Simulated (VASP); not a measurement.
Input of a VASP 6.6.1 run:

The input INCAR:

```
PREC     = Accurate       # precision mode
ENCUT    = 520            # plane-wave cutoff, eV
EDIFF    = 1E-6           # SCF threshold, eV
ISMEAR   = -1             # smearing method
SIGMA    = 0.08           # smearing width, eV
LREAL    = F              # projectors in reciprocal space
LASPH    = T              # aspherical terms in the spheres
NELM     = 60             # most SCF steps
ALGO     = Normal         # electronic algorithm
ISIF     = 2              # what is computed and relaxed
LWAVE    = F              # write WAVECAR
LCHARG   = T              # write CHGCAR
GGA      = PS             # functional
LELF     = T              # ELF
LVHAR    = T            
NBANDS   = 11             # bands
```

File KPOINTS:

```
regular mesh
0
Gamma
  15 15 15
```

Contents of POSCAR:

```
BeTe
1.0
    0.0000000000      2.5592597008      2.5592597008
    2.5592597008      0.0000000000      2.5592597008
    2.5592597008      2.5592597008      0.0000000000
Be Te
1 1
Direct
    0.0000000000      0.0000000000      0.0000000000
    0.5000000000      0.5000000000      0.5000000000
```

Potentials or basis: VASP PAW PBE potentials, release 64 (Be, Te).

Command:

```bash
$ cat potpaw_PBE.64/Be/POTCAR potpaw_PBE.64/Te/POTCAR > POTCAR
$ mpirun -np 1 vasp_std > vasp.out
```

(1) Estimate the pressure.

(2) Predict the band gap on the k mesh.

Results:

(1) 9.9 GPa.

(2) zero (bands 4 and 5 overlap by 1.24 eV).

Caveat: the cell stands under pressure; the PAW data sets were made with another functional, which shifts forces and pressure a little; spin-orbit coupling is left out, which moves the levels of the heavy elements.
